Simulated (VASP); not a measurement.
# Mg (Fm-3m) in VASP: notebook

The runs below take Mg through single point, relaxation of cell and atoms, with PBE.

All numbers are computed with VASP 6.6.1; they aren't measurements. Logs are shortened: lines on timing, memory, paths and dates and some standing lists are left out, and cuts for length are marked.

### Step 1. The cell of the first run

Symmetry: Fm-3m, No. 225, cubic system. The conventional cell has a = 4.521 Å, b = 4.521 Å, c = 4.521 Å, α = 90.00°, β = 90.00°, γ = 90.00°. Mg (site symmetry m-3m) has 12 Mg at 3.20 Å within 4.2 Å.

This isn't the form of Mg at room conditions, which is hcp.

### Step 2. Single point, PBE

Contents of INCAR:

```
  PREC = Accurate
  ENCUT = 520
  EDIFF = 1E-7
  ISMEAR = 0
  SIGMA = 0.1
  LREAL = False
  LASPH = True
  NELM = 80
  ALGO = Normal
  ISIF = 2
  LWAVE = False
  LCHARG = False
  GGA = PE
  NBANDS = 18
```

Contents of KPOINTS:

```
regular mesh
0
Gamma
  8 8 8
```

Contents of POSCAR:

```
Mg
1.0
   -4.5213058349      4.5213058349      0.0000000000
    0.0000000000      4.5213058349     -4.5213058349
   -4.5213058349      0.0000000000     -4.5213058349
Mg
8
Direct
    0.0000000000      0.5000000000      0.5000000000
    0.0000000000      0.0000000000      0.5000000000
    0.0000000000      0.5000000000      0.0000000000
    0.0000000000      0.0000000000      0.0000000000
    0.5000000000      0.5000000000      0.5000000000
    0.5000000000      0.0000000000      0.5000000000
    0.5000000000      0.5000000000      0.0000000000
    0.5000000000      0.0000000000      0.0000000000
```

Potentials or basis: VASP PAW PBE potentials, release 64 (Mg).

Launch:

```
$ cat potpaw_PBE.64/Mg/POTCAR > POTCAR
$ mpirun -np 1 vasp_std > vasp.out
```

OUTCAR:

```text
PREC = Accurate
   ENCUT = 520
   EDIFF = 1E-7
   ISMEAR = 0
   LREAL = False
   LASPH = True
   NELM = 80
   ISIF = 2
   GGA = PE

 ion  position               nearest neighbor table
   1  0.000  0.500  0.500-   2 3.20   3 3.20   5 3.20   3 3.20   4 3.20   7 3.20   2 3.20   4 3.20
                             6 3.20   5 3.20   6 3.20   7 3.20
   2  0.000  0.000  0.500-   1 3.20   4 3.20   6 3.20   3 3.20   4 3.20   8 3.20   1 3.20   3 3.20
                             5 3.20   5 3.20   6 3.20   8 3.20
   3  0.000  0.500  0.000-   1 3.20   4 3.20   7 3.20   1 3.20   2 3.20   5 3.20   2 3.20   4 3.20
                             8 3.20   5 3.20   7 3.20   8 3.20
   4  0.000  0.000  0.000-   2 3.20   3 3.20   8 3.20   1 3.20   2 3.20   6 3.20   1 3.20   3 3.20
                             7 3.20   6 3.20   7 3.20   8 3.20
   5  0.500  0.500  0.500-   1 3.20   6 3.20   7 3.20   3 3.20   7 3.20   8 3.20   2 3.20   6 3.20
                             8 3.20   1 3.20   2 3.20   3 3.20
   6  0.500  0.000  0.500-   2 3.20   5 3.20   8 3.20   4 3.20   7 3.20   8 3.20   1 3.20   5 3.20
                             7 3.20   1 3.20   2 3.20   4 3.20
   7  0.500  0.500  0.000-   3 3.20   5 3.20   8 3.20   1 3.20   5 3.20   6 3.20   4 3.20   6 3.20
                             8 3.20   1 3.20   3 3.20   4 3.20
   8  0.500  0.000  0.000-   4 3.20   6 3.20   7 3.20   2 3.20   5 3.20   6 3.20   3 3.20   5 3.20
                             7 3.20   2 3.20   3 3.20   4 3.20

  LATTYP: Found a face centered cubic cell.
 ALAT       =     9.0426116698

  Lattice vectors:

 A1 = (  -4.5213058349,   4.5213058349,   0.0000000000)
 A2 = (   0.0000000000,   4.5213058349,  -4.5213058349)
 A3 = (  -4.5213058349,   0.0000000000,  -4.5213058349)

Analysis of symmetry for initial positions (statically):
=====================================================================
 Subroutine PRICEL returns following result:

  LATTYP: Found a face centered cubic cell.
 ALAT       =     4.5213058349

  Lattice vectors:

 A1 = (  -2.2606529174,   2.2606529174,   0.0000000000)
 A2 = (   0.0000000000,   2.2606529174,  -2.2606529174)
 A3 = (  -2.2606529174,   0.0000000000,  -2.2606529174)

   8 primitive cells build up your supercell.

 Routine SETGRP: Setting up the symmetry group for a
 face centered cubic supercell.

 Subroutine GETGRP returns: Found 48 space group operations
 (whereof 48 operations were pure point group operations)
 out of a pool of 48 trial point group operations.

The static configuration has the point symmetry O_h .

Analysis of symmetry for dynamics (positions and initial velocities):
=====================================================================
 Subroutine PRICEL returns following result:

  LATTYP: Found a face centered cubic cell.
 ALAT       =     4.5213058349

  Lattice vectors:

 A1 = (  -2.2606529174,   2.2606529174,   0.0000000000)
 A2 = (   0.0000000000,   2.2606529174,  -2.2606529174)
 A3 = (  -2.2606529174,   0.0000000000,  -2.2606529174)

   8 primitive cells build up your supercell.

 Routine SETGRP: Setting up the symmetry group for a
 face centered cubic supercell.

 Subroutine GETGRP returns: Found 48 space group operations
 (whereof 48 operations were pure point group operations)
 out of a pool of 48 trial point group operations.

The dynamic configuration has the point symmetry O_h .

 Subroutine INISYM returns: Found 48 space group operations
 (whereof 48 operations are pure point group operations),
 and found     8 'primitive' translations

----------------------------------------------------------------------------------------

                                     Primitive cell

  volume of cell :      23.1064

  direct lattice vectors                    reciprocal lattice vectors
    -2.260652917  2.260652917  0.000000000    -0.221175040  0.221175040  0.221175040
     0.000000000  2.260652917 -2.260652917     0.221175040  0.221175040 -0.221175040
    -2.260652917  0.000000000 -2.260652917    -0.221175040 -0.221175040 -0.221175040

  length of vectors
     3.197046016  3.197046016  3.197046016     0.383086407  0.383086407  0.383086407

  position of ions in fractional coordinates (direct lattice)
     0.000000000  0.000000000  0.000000000

  ion indices of the primitive-cell ions
   primitive index   ion index
                 1           1

----------------------------------------------------------------------------------------

 KPOINTS: regular mesh

Automatic generation of k-mesh.
 Grid dimensions read from file:
 generate k-points for:    8    8    8

 Generating k-lattice:

  Cartesian coordinates                     Fractional coordinates (reciprocal lattice)
    -0.013823440  0.013823440  0.013823440     0.125000000  0.000000000  0.000000000
     0.013823440  0.013823440 -0.013823440     0.000000000  0.125000000  0.000000000
    -0.013823440 -0.013823440 -0.013823440     0.000000000  0.000000000  0.125000000

  Length of vectors
     0.023942900  0.023942900  0.023942900

  Shift w.r.t. Gamma in fractional coordinates (k-lattice)
     0.000000000  0.000000000  0.000000000

 Subroutine IBZKPT returns following result:
 ===========================================

 Found     29 irreducible k-points:

 Following reciprocal coordinates:
            Coordinates               Weight
  0.000000  0.000000  0.000000      1.000000
  0.125000  0.000000  0.000000      8.000000
  0.250000  0.000000  0.000000      8.000000
  0.375000  0.000000  0.000000      8.000000
  0.500000  0.000000  0.000000      4.000000
  0.125000  0.125000  0.000000      6.000000
[... 16 lines left out ...]
  0.500000  0.250000  0.125000     48.000000
 -0.375000  0.250000  0.125000     24.000000
 [... further k-points ...]
   k-points           NKPTS =     29   k-points in BZ     NKDIM =     29   number of bands    NBANDS=     18
   number of dos      NEDOS =    301   number of ions     NIONS =      8
   total plane-waves  NPLWV = 110592
   dimension x,y,z NGX =    48 NGY =   48 NGZ =   48
   dimension x,y,z NGXF=    96 NGYF=   96 NGZF=   96
   ions per type =               8
   NGX,Y,Z   is equivalent  to a cutoff of  12.48, 12.48, 12.48 a.u.
   NGXF,Y,Z  is equivalent  to a cutoff of  24.96, 24.96, 24.96 a.u.
 SYSTEM =  unknown system
   PREC   = accura    normal or accurate (medium, high low for compatibility)
   ISTART =      0    job   : 0-new  1-cont  2-samecut
   ICHARG =      2    charge: 1-file 2-atom 10-const
   ISPIN  =      1    spin polarized calculation?
   LNONCOLLINEAR =      F non collinear calculations
   LSORBIT =      F    spin-orbit coupling
   LASPH  =      T    aspherical Exc in radial PAW
   ENCUT  =  520.0 eV  38.22 Ry    6.18 a.u.  11.89 11.89 11.89*2*pi/ulx,y,z
   NELM   =     80;   NELMIN=  2; NELMDL= -5     # of ELM steps
   EDIFF  = 0.1E-06   stopping-criterion for ELM
   LREAL  =      F    real-space projection
   EDIFFG = 0.1E-05   stopping-criterion for IOM
   NSW    =      0    number of steps for IOM
   IBRION =     -1    ionic relax: 0-MD 1-quasi-New 2-CG
   NFREE  =      0    steps in history (QN), initial steepest desc. (CG)
   ISIF   =      2    stress and relaxation
   ISYM   =      2    0-nonsym 1-usesym 2-fastsym
   POTIM  = 0.5000    time-step for ionic-motion
   TEBEG  =    0.0;   TEEND  =   0.0 temperature during run
   PSTRESS=    0.0 pullay stress
   NELECT =      16.0000    total number of electrons
   NUPDOWN=      -1.0000    fix difference up-down
   EMIN   =  10.00;   EMAX   =-10.00  energy-range for DOS
   EFERMI =   0.00;   METHOD = LEGACY
   ISMEAR =     0;   SIGMA  =   0.10  broadening in eV -4-tet -1-fermi 0-gaus
   EFERMI_NEDOS =   21; number of points for ismear=-14 and -15
   IALGO  =     38    algorithm
   IMIX   =      4    mixing-type and parameters
     AMIX     =   0.40;   BMIX     =  1.00
     AMIX_MAG =   1.60;   BMIX_MAG =  1.00
  volume/ion in A,a.u.               =      23.11       155.93
  Fermi-wavevector in a.u.,A,eV,Ry     =   0.724171  1.368484  7.135211  0.524423
  Thomas-Fermi vector in A             =   1.814573
   LORBIT       =      0    0 simple, 1 ext, 2 COOP (PROOUT), +10 PAW based schemes
   GGA     = PE    functional components
   LHFCALC =     F    Hartree Fock is set to
   AEXX    =    0.0000 exact exchange contribution
   IVDW    =     0    specifies the selected vdW correction
   LEPSILON=     F    determine dielectric tensor
   LRPA    =     F    only Hartree local field effects (RPA)
 non-spin polarized calculation
 Gauss-broadening in eV      SIGMA  =   0.10
  energy-cutoff  :      520.00
  volume of cell :      184.85
 maximum number of plane-waves:      4993
   NGX = 23   NGY = 23   NGZ = 23

 number of electron      16.0000000 magnetization

 Free energy of the ion-electron system (eV)
  ---------------------------------------------------
  ext. energy  EPLUGINS =         0.00000000
  ---------------------------------------------------
  free energy    TOTEN  =       -11.94386042 eV

  energy without entropy =      -11.92146729  energy(sigma->0) =      -11.93266385

 E-fermi :   2.5774     XC(G=0):  -8.4716

 val. band max:        2.5345638618   @ k =   0.3750   0.2500   0.1250
 cond. band min:       2.5782494196   @ k =  -0.1250   0.1250   0.0000
 fundamental gap:      0.0436855578
 Fermi energy:         2.5774166645

 k-point     1 :       0.0000    0.0000    0.0000
  band No.  band energies     occupation
      1      -4.3048      2.00000
      2       0.8953      2.00000
      3       0.8953      2.00000
      4       0.8953      2.00000
      5       0.8953      2.00000
      6       1.3022      2.00000
[... 10 lines left out ...]
     17       8.6695      0.00000
     18       8.6695      0.00000

 k-point     2 :       0.1250    0.0000    0.0000
  band No.  band energies     occupation
      1      -4.2183      2.00000
      2      -0.1590      2.00000
      3       0.6949      2.00000
      4       0.6949      2.00000
      5       0.6949      2.00000
      6       1.6644      2.00000
[... 10 lines left out ...]
     17       7.7851      0.00000
     18       7.7851      0.00000

 k-point     3 :       0.2500    0.0000    0.0000
  band No.  band energies     occupation
      1      -3.9593      2.00000
      2      -1.2389      2.00000
      3       0.5211      2.00000
      4       0.5211      2.00000
      5       0.5211      2.00000
      6       1.3789      2.00000
[... 10 lines left out ...]
     17       6.5548      0.00000
     18       6.5548      0.00000

 k-point     4 :       0.3750    0.0000    0.0000
  band No.  band energies     occupation
      1      -3.5291      2.00000
      2      -2.1652      2.00000
      3       0.4978      2.00000
      4       0.4978      2.00000
      5       0.4978      2.00000
      6       0.9306      2.00000
[... 375 lines left out ...]
      4      -0.1314      2.00000
      5       0.7389      2.00000
      6       0.7389      2.00000
[... 10 lines left out ...]
     17       6.8397      0.00000
     18       7.7629      0.00000

 k-point    23 :       0.5000    0.2500    0.1250
  band No.  band energies     occupation
      1      -3.3004      2.00000
      2      -1.9398      2.00000
      3      -1.0438      2.00000
      4      -0.5999      2.00000
      5       0.7161      2.00000
      6       1.1475      2.00000
[... 10 lines left out ...]
     17       6.9896      0.00000
     18       7.7814      0.00000

 k-point    24 :      -0.3750    0.2500    0.1250
  band No.  band energies     occupation
      1      -2.7027      2.00000
      2      -2.7027      2.00000
      3      -0.9048      2.00000
      4      -0.9048      2.00000
      5       0.8525      2.00000
      6       0.8525      2.00000
[... 10 lines left out ...]
     17       7.5151      0.00000
     18       7.5167      0.00000

 [... further k-points ...]

------------------------ aborting loop because EDIFF is reached ----------------------------------------

  FORCE on cell =-STRESS in cart. coord.  units (eV):
  Direction    XX          YY          ZZ          XY          YZ          ZX
  --------------------------------------------------------------------------------------
  -------------------------------------------------------------------------------------
  Total       -0.1099184     -0.1099184     -0.1099184      0.0000000     -0.0000000      0.0000000
  in kB       -0.9527068     -0.9527068     -0.9527068      0.0000000     -0.0000000      0.0000000
  external PRESSURE =      -0.9527068 kB  Pullay stress =       0.0000000 kB

 VOLUME and BASIS-vectors are now :
 -----------------------------------------------------------------------------
  energy-cutoff  :      520.00
  volume of cell :      184.85
      direct lattice vectors                 reciprocal lattice vectors
    -4.521305835  4.521305835  0.000000000    -0.110587520  0.110587520  0.110587520
     0.000000000  4.521305835 -4.521305835     0.110587520  0.110587520 -0.110587520
    -4.521305835  0.000000000 -4.521305835    -0.110587520 -0.110587520 -0.110587520

 POSITION                                       TOTAL-FORCE (eV/Angst)
 -----------------------------------------------------------------------------------
     -2.26065      2.26065     -4.52131         0.000000      0.000000     -0.000000
     -2.26065      0.00000     -2.26065         0.000000     -0.000000      0.000000
      0.00000      2.26065     -2.26065         0.000000     -0.000000     -0.000000
      0.00000      0.00000      0.00000        -0.000000     -0.000000      0.000000
     -4.52131      4.52131     -4.52131        -0.000000     -0.000000      0.000000
     -4.52131      2.26065     -2.26065        -0.000000      0.000000      0.000000
     -2.26065      4.52131     -2.26065         0.000000      0.000000     -0.000000
     -2.26065      2.26065      0.00000        -0.000000      0.000000     -0.000000
 -----------------------------------------------------------------------------------
    total drift:                                0.000000     -0.000000      0.000000

  FREE ENERGIE OF THE ION-ELECTRON SYSTEM (eV)
  ---------------------------------------------------
  free  energy   TOTEN  =       -11.9438604179 eV

  energy  without entropy=      -11.9214672905  energy(sigma->0) =      -11.93266385
```

It took 2.7 min on 1 thread of Intel Xeon 8259CL, shared host; peak memory 0.34 GiB.

What came out:

```
Free energy            : -11.9439 eV
Pressure               : -0.1 GPa
Band gap on the k mesh : zero (bands 8 and 9 overlap by 2.73 eV)
```

### Step 3. Relaxation of cell and atoms, PBE

Contents of INCAR:

```
PREC = Accurate
ENCUT = 600
EDIFF = 1E-7
ISMEAR = 0
SIGMA = 0.1
LREAL = False
LASPH = True
NELM = 100
ALGO = Normal
ISIF = 3
LWAVE = False
LCHARG = False
GGA = PE
IBRION = 2
NSW = 80
EDIFFG = -0.015
```

KPOINTS is that of step 2.

POSCAR is that of step 2.

Potentials or basis: VASP PAW PBE potentials, release 64 (Mg).

Launch:

```
$ cat potpaw_PBE.64/Mg/POTCAR > POTCAR
$ mpirun -np 1 vasp_std > vasp.out
```

It took 3.3 min on 1 thread of Intel Xeon 8259CL, shared host; peak memory 0.4 GiB.

Results (log left out):

- Free energy: -11.9442 eV
- Pressure after relaxing: -0.1 GPa
- Band gap on the k mesh: zero (bands 8 and 9 overlap by 2.73 eV)

Final structure:
```
Mg
1.0
    -4.52131    4.52131    0.00000
     0.00000    4.52131   -4.52131
    -4.52131    0.00000   -4.52131
Mg
8
Cartesian
  -2.2607 2.2607 -4.5213
  -2.2607 0.0000 -2.2607
  0.0000 2.2607 -2.2607
  0.0000 0.0000 0.0000
  -4.5213 4.5213 -4.5213
  -4.5213 2.2607 -2.2607
  -2.2607 4.5213 -2.2607
  -2.2607 2.2607 0.0000
```

Levels at points of the mesh, in eV from the Fermi level:
```tsv
k point	band 5	band 6	band 7	band 8	band 9	band 10	band 11	band 12
(0.00, 0.00, 0.00)	-1.68	-1.28	-1.28	-1.28	-1.28	-0.21	-0.21	-0.21
(0.50, 0.00, 0.00)	-1.94	-1.94	-1.94	-1.94	1.54	1.54	1.54	1.54
(0.50, 0.50, 0.00)	-3.26	-3.26	1.45	1.45	1.45	1.45	1.99	1.99
```

Caveat: the relaxation stopped at its first step, so nothing moved.
